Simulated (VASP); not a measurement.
# FeSi (P2_13) in VASP: relaxation of the atoms with r2SCAN

Aim: the relaxation of the atoms of FeSi with r2SCAN.

Program: VASP 6.6.1. These are calculated values, not measurements. Logs are shortened: lines on timing, memory, paths and dates and some standing lists are left out, and cuts for length are marked.

## 1. The cell of the first run

The structure is cubic, space group P2_13 (No. 198). Conventional cell: a = 3.946 Å, b = 3.946 Å, c = 3.946 Å, α = 90.00°, β = 90.00°, γ = 90.00°. Fe (site symmetry 3) has 7 Si at 2.05 to 2.17 Å and 6 Fe at 2.43 Å within 2.7 Å. Si (site symmetry 3) has 7 Fe at 2.05 to 2.17 Å and 6 Si at 2.44 Å within 2.7 Å.

## 2. Relaxation of the atoms, r2SCAN (7.68 Å³/atom)

File POSCAR:

```
FeSi
1.0
    3.9463905743      0.0000000000      0.0000000000
    0.0000000000      3.9463905743      0.0000000000
    0.0000000000      0.0000000000      3.9463905743
Fe Si
4 4
Direct
    0.1436113690      0.1436113690      0.1436113690
    0.3563886310      0.8563886310      0.6436113690
    0.6436113690      0.3563886310      0.8563886310
    0.8563886310      0.6436113690      0.3563886310
    0.8443989367      0.8443989367      0.8443989367
    0.6556010633      0.1556010633      0.3443989367
    0.3443989367      0.6556010633      0.1556010633
    0.1556010633      0.3443989367      0.6556010633
```

File INCAR.step1:

```
SYSTEM = FeSi
PREC = Accurate
ENCUT = 520
ISMEAR = 0
SIGMA = 0.05
LREAL = .FALSE.
LASPH = .TRUE.
NELM = 100
GGA = PE
ALGO = Normal
EDIFF = 1E-4
LWAVE = .TRUE.
LCHARG = .FALSE.
KPAR = 4
```

File INCAR.step2:

```
SYSTEM = FeSi
PREC = Accurate
ENCUT = 520
EDIFF = 1E-6
ISMEAR = 0
SIGMA = 0.05
LREAL = .FALSE.
LASPH = .TRUE.
NELM = 100
ALGO = Normal
ISIF = 2
LWAVE = .FALSE.
LCHARG = .FALSE.
METAGGA = R2SCAN
LMIXTAU = .TRUE.
IBRION = 2
NSW = 60
EDIFFG = -0.01
ISTART = 1
KPAR = 4
```

File KPOINTS:

```
Automatic mesh
0
G
  8 8 8
  0 0 0
```

Potentials or basis: VASP PAW PBE potentials, release 64 (Fe, Si).

Run with:

```bash
$ cat potpaw_PBE.64/Fe/POTCAR potpaw_PBE.64/Si/POTCAR > POTCAR
$ cp INCAR.step1 INCAR
$ mpirun -np 4 vasp_std > vasp.out
$ cp INCAR.step2 INCAR
$ mpirun -np 4 vasp_std > vasp.out
```

OUTCAR:

```text
SYSTEM = FeSi
   PREC = Accurate
   ENCUT = 520
   EDIFF = 1E-6
   ISMEAR = 0
   LREAL = .FALSE.
   LASPH = .TRUE.
   NELM = 100
   ISIF = 2
   METAGGA = R2SCAN
   IBRION = 2
   NSW = 60
   EDIFFG = -0.01
   ISTART = 1

 ion  position               nearest neighbor table
   1  0.144  0.144  0.144-   5 2.05   6 2.08   7 2.08   8 2.08   7 2.17   8 2.17   6 2.17   4 2.43
                             4 2.43   2 2.43   2 2.43   3 2.43   3 2.43
   2  0.356  0.856  0.644-   6 2.05   5 2.08   7 2.08   8 2.08   7 2.17   8 2.17   5 2.17   3 2.43
                             3 2.43   1 2.43   4 2.43   4 2.43   1 2.43
   3  0.644  0.356  0.856-   7 2.05   6 2.08   5 2.08   8 2.08   8 2.17   6 2.17   5 2.17   2 2.43
                             2 2.43   1 2.43   4 2.43   4 2.43   1 2.43
   4  0.856  0.644  0.356-   8 2.05   6 2.08   7 2.08   5 2.08   6 2.17   5 2.17   7 2.17   1 2.43
                             1 2.43   2 2.43   3 2.43   2 2.43   3 2.43
   5  0.844  0.844  0.844-   1 2.05   2 2.08   3 2.08   4 2.08   3 2.17   4 2.17   2 2.17   6 2.44
                             7 2.44   8 2.44   6 2.44   8 2.44   7 2.44
   6  0.656  0.156  0.344-   2 2.05   1 2.08   3 2.08   4 2.08   3 2.17   4 2.17   1 2.17   8 2.44
                             5 2.44   5 2.44   7 2.44   7 2.44   8 2.44
   7  0.344  0.656  0.156-   3 2.05   2 2.08   1 2.08   4 2.08   4 2.17   2 2.17   1 2.17   8 2.44
                             5 2.44   8 2.44   6 2.44   6 2.44   5 2.44
   8  0.156  0.344  0.656-   4 2.05   2 2.08   3 2.08   1 2.08   2 2.17   1 2.17   3 2.17   7 2.44
                             5 2.44   7 2.44   5 2.44   6 2.44   6 2.44

  LATTYP: Found a simple cubic cell.
 ALAT       =     3.9463905743

  Lattice vectors:

 A1 = (   3.9463905743,   0.0000000000,   0.0000000000)
 A2 = (   0.0000000000,   3.9463905743,   0.0000000000)
 A3 = (   0.0000000000,   0.0000000000,   3.9463905743)

Analysis of symmetry for initial positions (statically):
=====================================================================
 Subroutine PRICEL returns:
 Original cell was already a primitive cell.

 Routine SETGRP: Setting up the symmetry group for a
 simple cubic supercell.

 Subroutine GETGRP returns: Found 12 space group operations
 (whereof  3 operations were pure point group operations)
 out of a pool of 48 trial point group operations.

The static configuration has the point symmetry C_3 .
 The point group associated with its full space group is T   .

Analysis of symmetry for dynamics (positions and initial velocities):
=====================================================================
 Subroutine PRICEL returns:
 Original cell was already a primitive cell.

 Routine SETGRP: Setting up the symmetry group for a
 simple cubic supercell.

 Subroutine GETGRP returns: Found 12 space group operations
 (whereof  3 operations were pure point group operations)
[... 126 lines left out ...]
   NELECT =      48.0000    total number of electrons
   NUPDOWN=      -1.0000    fix difference up-down
   EMIN   =  10.00;   EMAX   =-10.00  energy-range for DOS
   EFERMI =   0.00;   METHOD = LEGACY
   ISMEAR =     0;   SIGMA  =   0.05  broadening in eV -4-tet -1-fermi 0-gaus
   EFERMI_NEDOS =   21; number of points for ismear=-14 and -15
   IALGO  =     38    algorithm
   IMIX   =      4    mixing-type and parameters
     AMIX     =   0.40;   BMIX     =  1.00
     AMIX_MAG =   1.60;   BMIX_MAG =  1.00
  volume/ion in A,a.u.               =       7.68        51.84
  Fermi-wavevector in a.u.,A,eV,Ry     =   1.507608  2.848967 30.924447  2.272883
  Thomas-Fermi vector in A             =   2.618172
   LORBIT       =      0    0 simple, 1 ext, 2 COOP (PROOUT), +10 PAW based schemes
   METAGGA = R2SCAN    functional components
   LHFCALC =     F    Hartree Fock is set to
   AEXX    =    0.0000 exact exchange contribution
   IVDW    =     0    specifies the selected vdW correction
   LEPSILON=     F    determine dielectric tensor
   LRPA    =     F    only Hartree local field effects (RPA)
 conjugate gradient relaxation of ions
 non-spin polarized calculation
 Gauss-broadening in eV      SIGMA  =   0.05
  energy-cutoff  :      520.00
  volume of cell :       61.46
 maximum number of plane-waves:      1675
 NGX is ok and might be reduce to    30
   NGX = 15   NGY = 15   NGZ = 15

--------------------------------------- Ionic step        1  -------------------------------------------

 number of electron      47.9999962 magnetization

 Free energy of the ion-electron system (eV)
  ---------------------------------------------------
  ext. energy  EPLUGINS =         0.00000000
  ---------------------------------------------------
  free energy    TOTEN  =       -85.23055628 eV

  energy without entropy =      -85.23055615  energy(sigma->0) =      -85.23055622

------------------------ aborting loop because EDIFF is reached ----------------------------------------

  FORCE on cell =-STRESS in cart. coord.  units (eV):
  Direction    XX          YY          ZZ          XY          YZ          ZX
  --------------------------------------------------------------------------------------
  -------------------------------------------------------------------------------------
  Total       65.9772122     65.9772122     65.9772122      0.0000000      0.0000000      0.0000000
  in kB     1719.9045586   1719.9045586   1719.9045586      0.0000000      0.0000000      0.0000000
  external PRESSURE =    1719.9045586 kB  Pullay stress =       0.0000000 kB
[... 71 lines left out ...]
--------------------------------------- Ionic step        3  -------------------------------------------

 number of electron      47.9999981 magnetization

 Free energy of the ion-electron system (eV)
  ---------------------------------------------------
  ext. energy  EPLUGINS =         0.00000000
  ---------------------------------------------------
  free energy    TOTEN  =       -85.23546809 eV

  energy without entropy =      -85.23546786  energy(sigma->0) =      -85.23546798

 E-fermi :  15.1672     XC(G=0): -15.9159

 val. band max:       15.0245422475   @ k =   0.3750   0.0000   0.0000
 cond. band min:      15.3240632498   @ k =   0.3750   0.1250   0.0000
 fundamental gap:      0.2995210024
 Fermi energy:        15.1672271531

 k-point     1 :       0.0000    0.0000    0.0000
  band No.  band energies     occupation
      1      -2.1100      2.00000
      2       4.6952      2.00000
      3       4.6952      2.00000
      4       4.6952      2.00000
      5       7.9338      2.00000
      6       7.9338      2.00000
[... 757 lines left out ...]
     28      18.7462      0.00000
     29      19.3894      0.00000

 [... further k-points ...]
[... 5 lines left out ...]
  --------------------------------------------------------------------------------------
  -------------------------------------------------------------------------------------
  Total       65.8430402     65.8430402     65.8430402     -0.0000000      0.0000000      0.0000000
  in kB     1716.4069425   1716.4069425   1716.4069425     -0.0000000      0.0000000      0.0000000
  external PRESSURE =    1716.4069425 kB  Pullay stress =       0.0000000 kB
[... 23 lines left out ...]
  FREE ENERGIE OF THE ION-ELECTRON SYSTEM (eV)
  ---------------------------------------------------
  free  energy   TOTEN  =       -85.2354680888 eV

  energy  without entropy=      -85.2354678637  energy(sigma->0) =      -85.23546798

 reached required accuracy - stopping structural energy minimisation
```

OUTCAR.step1:

```text
SYSTEM = FeSi
   PREC = Accurate
   ENCUT = 520
   ISMEAR = 0
   LREAL = .FALSE.
   LASPH = .TRUE.
   NELM = 100
[... 1022 lines left out ...]
      2.58726      0.61406      1.35913        -0.056281     -0.056281      0.056281
      1.35913      2.58726      0.61406         0.056281     -0.056281     -0.056281
      0.61406      1.35913      2.58726        -0.056281      0.056281     -0.056281
 -----------------------------------------------------------------------------------
    total drift:                               -0.000001     -0.000001     -0.000000

  FREE ENERGIE OF THE ION-ELECTRON SYSTEM (eV)
  ---------------------------------------------------
  free  energy   TOTEN  =       -48.0712117815 eV

  energy  without entropy=      -48.0710059885  energy(sigma->0) =      -48.07110889
```

Run time: 5.4 min. Hardware: 4 MPI ranks of Oxide Virtual Turin-like, shared host; peak memory 0.19 GiB.

What came out:

```
Free energy                  : -85.2355 eV
Energy gained by relaxing    : 0.6 meV/atom
Ionic steps                  : 3
Pressure after relaxing      : 171.6 GPa
Largest force after relaxing : 0.006 eV/Å
Band gap on the k mesh       : 0.30 eV (least direct gap 0.33 eV)
```

Forces in eV/Å, atoms in the order of the input:
```
Fe   0.001  0.001  0.001
Fe  -0.001 -0.001  0.001
Fe   0.001 -0.001 -0.001
Fe  -0.001  0.001 -0.001
Si   0.003  0.003  0.003
Si  -0.003 -0.003  0.003
Si   0.003 -0.003 -0.003
Si  -0.003  0.003 -0.003
```

The path:
```tsv
step	energy change (eV)	largest force (eV/Å)	pressure (GPa)
1	0.0000	0.2996	171.99
2	-0.0003	0.2963	171.36
3	-0.0049	0.0059	171.64
```

Final structure:
```xyz
8
Lattice="3.9464 0.0000 0.0000 0.0000 3.9464 0.0000 0.0000 0.0000 3.9464" Properties=species:S:1:pos:R:3 pbc="T T T"
Fe    0.5710    0.5710    0.5710
Fe    1.4022    3.3754    2.5442
Fe    2.5442    1.4022    3.3754
Fe    3.3754    2.5442    1.4022
Si    3.3338    3.3338    3.3338
Si    2.5858    0.6126    1.3606
Si    1.3606    2.5858    0.6126
Si    0.6126    1.3606    2.5858
```

Levels at points of the mesh, in eV from the valence-band top:
```
           k point  band 21  band 22  band 23  band 24  band 25  band 26  band 27  band 28
(0.00, 0.00, 0.00)    -0.62    -0.62    -0.27    -0.27     1.20     1.20     1.20     5.28
(0.50, 0.00, 0.00)    -0.86    -0.86    -0.04    -0.04     0.37     0.37     2.79     2.79
(0.50, 0.50, 0.00)    -1.68    -1.68    -0.76    -0.76     1.14     1.14     2.32     2.32
(0.50, 0.50, 0.50)    -1.35    -1.35    -1.35    -1.35     0.97     0.97     0.97     0.97
```

Caveat: the PAW data sets were made with another functional, which shifts forces and pressure a little.
